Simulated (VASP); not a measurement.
Write the native input for VASP 6.6.1 that does the following.

* Task: single point
* Functional: PBEsol
* Potentials or basis: VASP PAW PBE potentials, release 64 (Mn_pv, S)
* Cutoff: 520 eV
* k mesh: 7 × 7 × 7
* Occupations: fermi-dirac, width 0.1 eV
* Spin: collinear spin, ferromagnetic start
* Starting moments: [4.0, 0.0] μB
* Hubbard terms: Mn d U = 5.0 eV
* Dipole correction: no
* Further INCAR settings: ALGO = Normal; EDIFF = 1e-07; NBANDS = 20

The structure of MnS lies in POSCAR:

```
MnS
1.0
    3.0990400000      0.0000000000      0.0000000000
    0.0000000000      3.0990400000      0.0000000000
    0.0000000000      0.0000000000      3.0990400000
Mn S
1 1
Direct
    0.5000000000      0.5000000000      0.5000000000
    0.0000000000      0.0000000000      0.0000000000
```

The input as run:

INCAR

```
SYSTEM = MnS
ALGO     = Normal         ! electronic algorithm
EDIFF    = 1E-7           ! SCF threshold, eV
ENCUT    = 520            ! plane-wave cutoff, eV
GGA      = PS             ! functional
ISIF     = 2              ! what is computed and relaxed
ISMEAR   = -1             ! smearing method
ISPIN    = 2              ! spin polarisation
LASPH    = .TRUE.         ! aspherical terms in the spheres
LCHARG   = .TRUE.         ! write CHGCAR
LDAU     = .TRUE.         ! DFT+U
LDAUJ    = 0 0          
LDAUL    = 2 -1           ! shell
LDAUPRINT= 1            
LDAUTYPE = 2            
LDAUU    = 5 0            ! U, eV
LELF     = .TRUE.         ! ELF
LMAXMIX  = 4              ! l up to which the mixer works
LORBIT   = 11             ! projections on sites
LREAL    = .FALSE.        ! projectors in reciprocal space
LVHAR    = .TRUE.       
LWAVE    = .FALSE.        ! write WAVECAR
MAGMOM   = 4 0            ! initial moments
NBANDS   = 20             ! bands
NELM     = 150            ! most SCF steps
PREC     = Accurate       ! precision mode
SIGMA    = 0.1            ! smearing width, eV
```

KPOINTS

```
k-points
0
G
  7 7 7
  0 0 0
```

Potentials or basis: VASP PAW PBE potentials, release 64 (Mn_pv, S).

Run with:

```bash
$ cat potpaw_PBE.64/Mn_pv/POTCAR potpaw_PBE.64/S/POTCAR > POTCAR
$ mpirun -np 1 vasp_std > vasp.out
```

Results of the run:

The pressure is 13.6 GPa and the net moment is 4.79 μB per cell. The site moments are Mn +4.50; S +0.06 μB. The valence electrons inside the program's atomic spheres are Mn 11.33; S 3.76.

Caveat: the cell stands under pressure; the PAW data sets were made with another functional, which shifts forces and pressure a little; a cell with one magnetic atom can't hold antiferromagnetic order, which such compounds often take.

Run time: 22 s on 1 thread of Intel Xeon 8259CL, with other jobs on the host, peak memory 0.16 GiB.
